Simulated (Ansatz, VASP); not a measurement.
# Two plane-wave programs on Sn

The input INCAR:

```
PREC = Accurate
ENCUT = 520
EDIFF = 1E-7
ISMEAR = -1
SIGMA = 0.1
LREAL = F
LASPH = T
NELM = 60
ALGO = Normal
ISIF = 2
LWAVE = F
LCHARG = F
GGA = PS
NBANDS = 13
```

The input KPOINTS:

```
Automatic mesh
0
Gamma
  12 12 12
```

File POSCAR:

```
Sn
1.0
    2.9024502442      0.0000000000      0.0000000000
    0.0000000000      2.9024502442      0.0000000000
    0.0000000000      0.0000000000      2.9024502442
Sn
1
Direct
    0.0000000000      0.0000000000      0.0000000000
```

Input for Ansatz:

```yaml
crystal:
  lattice:
    - [2.9024502442, 0.0, 0.0]
    - [0.0, 2.9024502442, 0.0]
    - [0.0, 0.0, 2.9024502442]
  atoms:
    - { symbol: Sn, position: [0.0, 0.0, 0.0] }
hamiltonian:
  xc: pbesol
  pseudopotentials:
    kind: paw
    azcp:
      Sn: "pseudopotentials/Sn.paw.azcp"
basis:
  ecutwfc: 420
  fft_grid_basis: typed
kpoints:
  mp_grid: { grid: [12, 12, 12], shift: [0, 0, 0] }
magnetization:
  spin_polarized: false
scf:
  occupations: { method: fermi_dirac, width: 0.1 }
  lower_state_search: "off"
output:
  stress: true
```

Alike in both runs: task single point; functional PBEsol; k mesh 12 × 12 × 12; occupations fermi-dirac, width 0.1 eV; no spin polarisation.

```csv
,VASP,Ansatz
version,VASP 6.6.1,Ansatz 0.2.0
potentials or method,"VASP PAW PBE potentials, release 64 (Sn_d), cutoff 520 eV","plane waves (420 eV) with PAW, scalar-relativistic"
valence electrons in the cell,14,14
```

```tsv
	VASP	Ansatz	Ansatz less VASP
pressure (GPa)	9.8	9.9	+0.06
```

VASP's potentials were made for PBE, not for PBEsol, and Ansatz warns of the same on its side. The functional is the same, so the differences come from potentials, cutoffs and numerics.
